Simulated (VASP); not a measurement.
## Si: single point with LDA

Crystal: Si.

```
CELL_PARAMETERS angstrom
-2.25100 2.36850 1.31325
2.25100 -2.36850 1.31325
2.25100 2.36850 -1.31325
ATOMIC_POSITIONS crystal
Si 0.80700 0.55700 0.25000
Si 0.19300 0.44300 0.75000
```

This cell differs from its parent crystal: zz strain of +3 %.

- Program: VASP 6.6.1
- Task: single point
- Functional: LDA
- Potentials or basis: VASP PAW LDA potentials, release 64 (Si)
- Cutoff: 520 eV
- k mesh: 16 × 16 × 16
- Occupations: fermi-dirac, width 0.05 eV
- Spin: no spin polarisation
- Dipole correction: no
- Further INCAR settings: ALGO = Normal; EDIFF = 1e-07; NBANDS = 11

```
Pressure               : 6.8 GPa
Largest force          : 0.052 eV/Å
Band gap on the k mesh : zero (bands 4 and 5 overlap by 7.62 eV)
```

Forces in eV/Å, atoms in the order of the input:
```
Si   0.000  0.000  0.052
Si   0.000  0.000 -0.052
```

Stress tensor (GPa, compression positive):
```
 5.90  0.00  0.00
 0.00 10.61  0.00
 0.00  0.00  3.96
```

Levels at points of the mesh, in eV from the Fermi level:
```tsv
k point	band 1	band 2	band 3	band 4	band 5	band 6	band 7	band 8	band 9
(0.00, 0.00, 0.00)	-14.47	-2.65	-2.26	-1.33	1.38	7.70	9.22	9.30	9.68
(0.50, 0.00, 0.00)	-8.01	-7.58	-1.69	-1.40	-1.32	0.11	4.73	5.12	10.25
(0.00, 0.50, 0.00)	-8.02	-7.15	-2.62	-2.33	-1.58	1.20	5.13	6.30	9.45
(0.50, 0.50, 0.00)	-11.13	-11.13	0.38	0.38	3.23	3.23	7.73	7.73	9.84
(0.50, 0.50, 0.50)	-8.87	-7.88	-7.40	-7.07	4.80	5.93	14.14	14.16	14.40
```

Run time: 2.6 min on 1 thread of AMD EPYC 7R13 Processor (Zen 3), with other jobs on the host, peak memory 0.22 GiB.

Caveat: the cell differs from its parent crystal (zz strain of +3 %); the stress differs along the axes, from 4 to 11 GPa.
